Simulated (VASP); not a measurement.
Here is a VASP 6.6.1 calculation.

File INCAR:

```
SYSTEM = BN
ALGO = Normal
EDIFF = 1E-6
ENCUT = 520
GGA = PE
ISIF = 2
ISMEAR = 1
IVDW = 12
LASPH = .True.
LCHARG = .True.
LELF = .True.
LREAL = .False.
LVHAR = .True.
LWAVE = .False.
NBANDS = 16
NELM = 60
PREC = Accurate
SIGMA = 0.05
```

The input KPOINTS:

```
k-points
0
Gamma
  12 12 4
  0 0 0
```

Contents of POSCAR:

```
BN
1.0
    2.5061127838      0.0000000000      0.0000000000
   -1.2530563919      2.1703573356      0.0000000000
    0.0000000000      0.0000000000      6.5923998870
B N
2 2
Direct
   -0.1728768184      0.0000000000      0.5000000000
    0.5065098970      0.6666666667      0.0000000000
    0.1723419976      0.0000000000      0.0000000000
    0.4940933386      0.3333333333      0.5000000000
```

Potentials or basis: VASP PAW PBE potentials, release 64 (B, N).

Command:

```bash
$ cat potpaw_PBE.64/B/POTCAR potpaw_PBE.64/N/POTCAR > POTCAR
$ mpirun -np 1 vasp_std > vasp.out
```

(1) Estimate the largest force.

(2) Estimate the dispersion energy per atom.

Results:

(1) 0.086 eV/Å.

(2) -0.142 eV.

Caveat: the cell differs from its parent crystal (atoms displaced along a vibrational mode).
